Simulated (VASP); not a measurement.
Runs of VASP 6.6.1 on Ag. The structure is that of space group P6_3/mmc (No. 194), or close to it. The cells are those of the table. This isn't the form of Ag at room conditions, which is fcc.

```csv
task,cell,k mesh,cutoff (eV),gap on the mesh (eV),pressure (GPa)
single point,"a = 2.904, b = 2.904, c = 4.605 Å, angles 90.0, 90.0, 120.0°, 2 atoms",24 × 24 × 12,520,none,3.6
relaxation of cell and atoms,"relaxed to 1 GPa from a = 2.894, b = 2.894, c = 4.732 Å, angles 90.0, 90.0, 120.0°, 2 atoms",18 × 18 × 10,550,none,1.0
single point,"a = 2.904, b = 2.904, c = 4.700 Å, angles 90.0, 90.0, 120.0°, 2 atoms",24 × 24 × 12,520,none,1.1
single point,"a = 2.904, b = 2.904, c = 4.653 Å, angles 90.0, 90.0, 120.0°, 2 atoms",24 × 24 × 12,520,none,2.3
single point,"a = 2.904, b = 2.904, c = 4.890 Å, angles 90.0, 90.0, 120.0°, 2 atoms",24 × 24 × 12,520,none,(a)
```

Alike in all rows: level r2SCAN; potentials or basis VASP PAW PBE potentials, release 64 (Ag); no spin polarisation; smearing gaussian 0.1 eV.

Problem. Estimate the missing entries.

Solution. (a) -2.7.

Caveats: the PAW data sets were made with another functional, which shifts forces and pressure a little; the cell stands under pressure (at least some runs); the cell is relaxed towards a set pressure, so the run minimises the enthalpy, not the energy (at least some runs).

A k mesh can miss the band edges, and the runs leave out spin-orbit coupling on Ag.

A gap of «none» marks levels without a gap at the run's occupations.
